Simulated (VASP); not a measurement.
ZnO, 4 atoms in the cell. The structure is hexagonal, space group P6_3mc (No. 186). Conventional cell: a = 3.188 Å, b = 3.188 Å, c = 5.141 Å, α = 90.00°, β = 90.00°, γ = 120.00°. Within 2.6 Å of Zn (site symmetry 3m) lie 4 O at 1.94 to 1.95 Å. Within 2.6 Å of O (site symmetry 3m) lie 4 Zn at 1.94 to 1.95 Å.  This cell differs from its parent crystal: volume scaled by 0.96.

- Program: VASP 6.6.1
- Task: relaxation of shape and atoms at fixed volume
- Functional: PBEsol
- Potentials or basis: VASP PAW PBE potentials, release 64 (Zn, O)
- Cutoff: 600 eV
- k mesh: 8 × 8 × 6
- Occupations: gaussian, width 0.05 eV
- Spin: no spin polarisation
- Dipole correction: no
- Further INCAR settings: ALGO = Normal; EDIFF = 1e-06; IBRION = 2; EDIFFG = -0.01; NSW = 60; ISIF = 4

Potentials or basis: VASP PAW PBE potentials, release 64 (Zn, O).

Run with:

```console
$ cat potpaw_PBE.64/Zn/POTCAR potpaw_PBE.64/O/POTCAR > POTCAR
$ mpirun -np 1 vasp_std > vasp.out
```

Hardware: 1 thread of Intel(R) Xeon(R) Platinum 8259CL CPU @ 2.50GHz (Skylake/Cascade Lake), with other jobs on the host.

Problem. How long does it take, and how much memory?

Solution. Wall time 42 s on 1 thread of Intel(R) Xeon(R) Platinum 8259CL CPU @ 2.50GHz (Skylake/Cascade Lake), on a shared host, peak memory 0.19 GiB. Counts: scf iterations 14, k points 40, ion steps 1.
